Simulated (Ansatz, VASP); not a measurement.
## One calculation of MgS, two programs

Contents of INCAR:

```
SYSTEM = MgS
PREC = Accurate ; ENCUT = 520
EDIFF = 1E-8 ; ISMEAR = -1
SIGMA = 0.03 ; LREAL = .False.
LASPH = .True. ; NELM = 120
ALGO = Normal ; ISIF = 2
LWAVE = .False. ; LCHARG = .False.
GGA = PE ; LEFG = .True.
NBANDS = 11 ; GGA_COMPAT = .False.
```

KPOINTS

```
regular mesh
0
Gamma
  10 10 10
  0 0 0
```

POSCAR

```
MgS
1.0
    0.0000000000      2.6231522148      2.6231522148
    2.6231522148      0.0000000000      2.6231522148
    2.6231522148      2.6231522148      0.0000000000
Mg S
1 1
Direct
    0.0000000000      0.0000000000      0.0000000000
    0.5000000000      0.5000000000      0.5000000000
```

Input for Ansatz:

```yaml
crystal:
  lattice:
    - [0.0, 2.6231522148, 2.6231522148]
    - [2.6231522148, 0.0, 2.6231522148]
    - [2.6231522148, 2.6231522148, 0.0]
  atoms:
    - { symbol: Mg, position: [0.0, 0.0, 0.0] }
    - { symbol: S, position: [0.5, 0.5, 0.5] }
kpoints:
  mp_grid: { grid: [10, 10, 10] }
scf:
  occupations: { method: fermi_dirac, width: 0.03 }
hamiltonian:
  xc: pbe
  pseudopotentials: { kind: paw }
output:
  forces: true
  stress: true
  eigenvalues: true
  efg: { contact_densities: true }
```

Change from the starting cell: volume scaled by 1.025, PAW files.

Alike in both runs: task electric field gradients; functional PBE; k mesh 10 × 10 × 10; occupations fermi-dirac, width 0.03 eV; no spin polarisation.

|  | VASP | Ansatz |
| --- | --- | --- |
| version | VASP 6.6.1 | Ansatz 0.2.0 |
| potentials or method | VASP PAW PBE potentials, release 64 (Mg, S) | PAW with Ansatz's default frozen-core files, scalar-relativistic |
| plane-wave cutoff (eV) | 520 | 420 |
| valence electrons in the cell | 8 | 16 |

|  | VASP | Ansatz | Ansatz less VASP |
| --- | --- | --- | --- |
| gap on the k mesh at the Fermi level (eV) | 2.72 | 2.74 | +0.016 |
| pressure (GPa) | -1.0 | -0.7 | +0.29 |

The functional is the same, so the differences come from potentials, cutoffs and numerics. VASP's potentials hold 8 valence electrons a cell and Ansatz's 16, so a difference there can come from the potentials and not from the codes.
